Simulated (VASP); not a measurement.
# KF (Imm2) in VASP: single point with HSE06

Aim: the single point of KF with HSE06.

All numbers are computed with VASP 6.6.1; they aren't measurements. Logs are shortened: lines on timing, memory, paths and dates and some standing lists are left out, and cuts for length are marked.

### Step 1. The cell of the first run

Symmetry: Imm2, No. 44, orthorhombic system. The conventional cell has a = 4.051 Å, b = 4.252 Å, c = 5.871 Å, α = 90.00°, β = 90.00°, γ = 90.00°. Within 3.4 Å of K (site symmetry mm2) lie 4 F at 2.54 to 2.55 Å. F (site symmetry mm2) has 4 K at 2.54 to 2.55 Å within 3.4 Å.

### Step 2. Single point, HSE06 (shear xy strain +4.8%)

Input file POSCAR:

```
KF
1.0
    0.0708899445      2.9354014298      2.9354014298
    2.9354014298      0.0708899445      2.9354014298
    3.0062913743      3.0062913743      0.0000000000
K F
1 1
Direct
    0.0053818561      0.0053818561     -0.0053818561
    0.2446181439      0.2446181439      0.2553818561
```

Input file INCAR.step1:

```
ALGO = Normal ; EDIFF = 1E-5
ENCUT = 520 ; GGA = PE
ISIF = 2 ; ISMEAR = 0
KPAR = 2 ; LASPH = T
LREAL = F ; LWAVE = T
NBANDS = 15 ; NELM = 80
PREC = Accurate ; SIGMA = 0.01
```

Input file INCAR.step2:

```
ALGO = Normal ; EDIFF = 1E-6
ENCUT = 520 ; GGA = PE
HFSCREEN = 0.2079 ; ISIF = 2
ISMEAR = 0 ; ISTART = 1
KPAR = 2 ; LASPH = T
LCHARG = T ; LHFCALC = T
LREAL = F ; LVHAR = T
LWAVE = F ; NBANDS = 15
NELM = 80 ; PREC = Accurate
PRECFOCK = Normal ; SIGMA = 0.01
```

Input file KPOINTS:

```
k-points
0
Gamma
  6 6 6
```

Potentials or basis: VASP PAW PBE potentials, release 64 (K_sv, F).

The run is started by

```
cat potpaw_PBE.64/K_sv/POTCAR potpaw_PBE.64/F/POTCAR > POTCAR
cp INCAR.step1 INCAR
mpirun -np 2 vasp_std > vasp.out
cp INCAR.step2 INCAR
mpirun -np 2 vasp_std > vasp.out
```

OUTCAR:

```text
EDIFF = 1E-6
   ENCUT = 520
   GGA = PE
   HFSCREEN = 0.2079
   ISIF = 2
   ISMEAR = 0
   ISTART = 1
   LASPH = T
   LHFCALC = T
   LREAL = F
   NELM = 80
   PREC = Accurate
   PRECFOCK = Normal

 ion  position               nearest neighbor table
   1  0.005  0.005  0.995-   2 2.54   2 2.54   2 2.55   2 2.55
   2  0.245  0.245  0.255-   1 2.54   1 2.54   1 2.55   1 2.55

  LATTYP: Found a body centered orthorhombic cell.
 ALAT       =     4.0510309921
 B/A-ratio  =     1.0494953118
 C/A-ratio  =     1.4492120330

  Lattice vectors:

 A1 = (   2.9354014298,   0.0708899445,  -2.9354014298)
 A2 = (  -2.9354014298,  -0.0708899445,  -2.9354014298)
 A3 = (   0.0708899445,   2.9354014298,   2.9354014298)

Analysis of symmetry for initial positions (statically):
=====================================================================
 Subroutine PRICEL returns:
 Original cell was already a primitive cell.

 Routine SETGRP: Setting up the symmetry group for a
 body centered orthorhombic supercell.

 Subroutine GETGRP returns: Found  4 space group operations
 (whereof  4 operations were pure point group operations)
 out of a pool of  8 trial point group operations.

The static configuration has the point symmetry C_2v.

Analysis of symmetry for dynamics (positions and initial velocities):
=====================================================================
 Subroutine PRICEL returns:
 Original cell was already a primitive cell.

 Routine SETGRP: Setting up the symmetry group for a
 body centered orthorhombic supercell.

 Subroutine GETGRP returns: Found  4 space group operations
 (whereof  4 operations were pure point group operations)
 out of a pool of  8 trial point group operations.

The dynamic configuration has the point symmetry C_2v.

 Subroutine INISYM returns: Found  4 space group operations
 (whereof  4 operations are pure point group operations),
 and found     1 'primitive' translations

----------------------------------------------------------------------------------------

                                     Primitive cell

  volume of cell :      50.5567

  direct lattice vectors                    reciprocal lattice vectors
     0.070889944  2.935401430  2.935401430    -0.174549833  0.174549833  0.170334454
[... 102 lines left out ...]
   EFERMI_NEDOS =   21; number of points for ismear=-14 and -15
   IALGO  =     38    algorithm
   IMIX   =      1    mixing-type and parameters
     AMIX     =   0.40;   BMIX     =  1.00
     AMIX_MAG =   1.60;   BMIX_MAG =  1.00
  volume/ion in A,a.u.               =      25.28       170.59
  Fermi-wavevector in a.u.,A,eV,Ry     =   1.115634  2.108243 16.934348  1.244639
  Thomas-Fermi vector in A             =   2.252241
   LORBIT       =      0    0 simple, 1 ext, 2 COOP (PROOUT), +10 PAW based schemes
   GGA     = PE    functional components
   LHFCALC =     T    Hartree Fock is set to
   PRECFOCK=normal    Normal, Fast or Accurate (Low or Medium for compatibility)
   ENCUT4O =  -1.0   cutoff for four orbital integrals eV
   NKREDX  =     1    reduce k-point grid by
   NKREDY  =     1    reduce k-point grid by
   NKREDZ  =     1    reduce k-point grid by
   AEXX    =    0.2500 exact exchange contribution
   HFSCREEN=    0.2079 screening length (either q_TF or 0.3 A-1)
   HFSCREENC=   0.2079 screening length for correlation (either q_TF or 0.3 A-1)
   ENCUTFOCK=  -1.0 apply spherical cutoff to Coloumb kernel
   IVDW    =     0    specifies the selected vdW correction
   LEPSILON=     F    determine dielectric tensor
   LRPA    =     F    only Hartree local field effects (RPA)
 non-spin polarized calculation
 Gauss-broadening in eV      SIGMA  =   0.01
  energy-cutoff  :      520.00
  volume of cell :       50.56
 maximum number of plane-waves:      1380
  NGX = 24; NGY = 24; NGZ = 24

 number of electron      15.9999998 magnetization

 Free energy of the ion-electron system (eV)
  ---------------------------------------------------
  ext. energy  EPLUGINS =         0.00000000
  ---------------------------------------------------
  free energy    TOTEN  =        -9.77271899 eV

  energy without entropy =       -9.77271899  energy(sigma->0) =       -9.77271899

 E-fermi :  -5.0162     XC(G=0):  -5.8298

 val. band max:       -5.1709278792   @ k =   0.5000   0.5000   0.0000
 cond. band min:       1.8425663817   @ k =   0.0000   0.0000   0.0000
 fundamental gap:      7.0134942609
 Fermi energy:        -5.0161580964

 k-point     1 :       0.0000    0.0000    0.0000
  band No.  band energies     occupation
      1     -32.9096      2.00000
      2     -25.2562      2.00000
      3     -14.9602      2.00000
      4     -14.9581      2.00000
      5     -14.9550      2.00000
      6      -5.4112      2.00000
      7      -5.3909      2.00000
      8      -5.3662      2.00000
      9       1.8426      0.00000
     10       8.7824      0.00000
     11       8.9476      0.00000
     12       8.9864      0.00000
     13       9.1786      0.00000
     14       9.2541      0.00000
[... 401 lines left out ...]
      2     -25.3586      2.00000
      3     -15.1308      2.00000
      4     -15.0611      2.00000
      5     -14.9436      2.00000
      6      -5.5683      2.00000
      7      -5.2299      2.00000
      8      -5.1993      2.00000
      9       4.7729      0.00000
     10       5.5153      0.00000
     11       8.6920      0.00000
     12       9.3583      0.00000
     13      10.1790      0.00000
     14      10.5768      0.00000
     15      11.3254      0.00000

 [... further k-points ...]

------------------------ aborting loop because EDIFF is reached ----------------------------------------

  FORCE on cell =-STRESS in cart. coord.  units (eV):
  Direction    XX          YY          ZZ          XY          YZ          ZX
  --------------------------------------------------------------------------------------
  -------------------------------------------------------------------------------------
  Total        0.1582919      0.1582919      0.1483384     -0.1043587      0.0000000      0.0000000
  in kB        5.0163758      5.0163758      4.7009443     -3.3071988      0.0000000      0.0000000
  external PRESSURE =       4.9112320 kB  Pullay stress =       0.0000000 kB

 VOLUME and BASIS-vectors are now :
 -----------------------------------------------------------------------------
  energy-cutoff  :      520.00
  volume of cell :       50.56
      direct lattice vectors                 reciprocal lattice vectors
     0.070889944  2.935401430  2.935401430    -0.174549833  0.174549833  0.170334454
     2.935401430  0.070889944  2.935401430     0.174549833 -0.174549833  0.170334454
     3.006291374  3.006291374  0.000000000     0.166317877  0.166317877 -0.170334454

 POSITION                                       TOTAL-FORCE (eV/Angst)
 -----------------------------------------------------------------------------------
      3.00629      3.00629      0.03160         0.000000      0.000000      0.000331
      1.50315      1.50315      1.43610         0.000000      0.000000     -0.000331
 -----------------------------------------------------------------------------------
    total drift:                               -0.000001     -0.000001     -0.000014

  FREE ENERGIE OF THE ION-ELECTRON SYSTEM (eV)
  ---------------------------------------------------
  free  energy   TOTEN  =        -9.7727189938 eV

  energy  without entropy=       -9.7727189938  energy(sigma->0) =       -9.77271899
```

OSZICAR.step1:

```text
N       E                     dE             d eps       ncg     rms          rms(c)
DAV:   1     0.110221118579E+03    0.11022E+03   -0.78912E+03  1380   0.997E+02
DAV:   2    -0.437132234154E+01   -0.11459E+03   -0.10523E+03  1796   0.273E+02
DAV:   3    -0.950259118781E+01   -0.51313E+01   -0.51047E+01  1868   0.526E+01
DAV:   4    -0.969344563772E+01   -0.19085E+00   -0.19082E+00  1904   0.841E+00
DAV:   5    -0.969494765424E+01   -0.15020E-02   -0.15020E-02  1826   0.824E-01    0.684E+00
DAV:   6    -0.816029324380E+01    0.15347E+01   -0.46267E+00  1527   0.160E+01    0.391E+00
DAV:   7    -0.811564998860E+01    0.44643E-01   -0.12275E-01  1562   0.254E+00    0.231E+00
DAV:   8    -0.811342890577E+01    0.22211E-02   -0.79282E-02  1520   0.262E+00    0.321E-01
DAV:   9    -0.811695746388E+01   -0.35286E-02   -0.84675E-03  1734   0.580E-01    0.148E-01
DAV:  10    -0.811898381020E+01   -0.20263E-02   -0.21858E-03  1415   0.397E-01    0.556E-02
DAV:  11    -0.811893247613E+01    0.51334E-04   -0.19102E-04  1891   0.109E-01    0.149E-02
DAV:  12    -0.811894240534E+01   -0.99292E-05   -0.12168E-05  1416   0.300E-02
   1 F= -.81189424E+01 E0= -.81189424E+01  d E =-.745238-106
```

It took 42 min on 2 MPI ranks of Intel Xeon Platinum 8259CL at 2.50GHz (Skylake/Cascade Lake), shared host; peak memory 0.31 GiB.

Results:

| Property | Result |
| --- | --- |
| Free energy | -9.7727 eV |
| Pressure | 0.5 GPa |
| Band gap on the k mesh | 7.01 eV (least direct gap 7.21 eV) |

Caveat: the cell differs from its parent crystal (shear xy strain +4.8%); the structure was generated, so it needn't be the stable form of KF; the PAW data sets were made with another functional, which shifts forces and pressure a little. A k mesh can miss the band edges.
